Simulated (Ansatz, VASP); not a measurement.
**AlRu in VASP and in Ansatz**

INCAR

```
PREC     = Accurate       # precision mode
ENCUT    = 520            # plane-wave cutoff, eV
EDIFF    = 1E-6           # SCF threshold, eV
ISMEAR   = 0              # smearing method
SIGMA    = 0.019000000000000003 # smearing width, eV
LREAL    = F              # projectors in reciprocal space
LASPH    = T              # aspherical terms in the spheres
NELM     = 100            # most SCF steps
ALGO     = Normal         # electronic algorithm
ISIF     = 2              # what is computed and relaxed
LWAVE    = F              # write WAVECAR
LCHARG   = F              # write CHGCAR
GGA      = PE             # functional
NBANDS   = 16             # bands
```

File KPOINTS:

```
Automatic mesh
0
Gamma
  9 9 9
```

The input POSCAR:

```
AlRu
1.0
    2.9916000000      0.0000000000      0.0000000000
    0.0000000000      2.9916000000      0.0000000000
    0.0000000000      0.0000000000      2.9916000000
Ru Al
1 1
Direct
    0.5000000000      0.5000000000      0.5000000000
    0.0000000000      0.0000000000      0.0000000000
```

input.yaml

```yaml
crystal:
  lattice:
    - [2.9916, 0.0, 0.0]
    - [0.0, 2.9916, 0.0]
    - [0.0, 0.0, 2.9916]
  atoms:
    - { symbol: Ru, position: [0.5, 0.5, 0.5] }
    - { symbol: Al, position: [0.0, 0.0, 0.0] }
hamiltonian:
  xc: pbe
  pseudopotentials: { kind: paw }
kpoints:
  mp_grid: { grid: [9, 9, 9] }
scf:
  occupations: { method: gaussian, width: 0.019 }
output:
  forces: true
  stress: true
  eigenvalues: true
```

Alike in both runs: task single point; functional PBE; k mesh 9 × 9 × 9; occupations gaussian, width 0.019 eV; no spin polarisation.

```csv
,VASP,Ansatz
version,VASP 6.6.1,Ansatz 0.2.0
potentials or method,"VASP PAW PBE potentials, release 64 (Ru_pv, Al)",Ansatz PAW
plane-wave cutoff (eV),520,420
valence electrons in the cell,17,19
```

```tsv
	VASP	Ansatz	Ansatz less VASP
gap on the k mesh at the Fermi level (eV)	none	none	-
pressure (GPa)	2.5	2.5	0.00
```

A gap of «none» marks a metal or a gap that the smearing closes. VASP's potentials hold 17 valence electrons a cell and Ansatz's 19, so a difference there can come from the potentials and not from the codes.
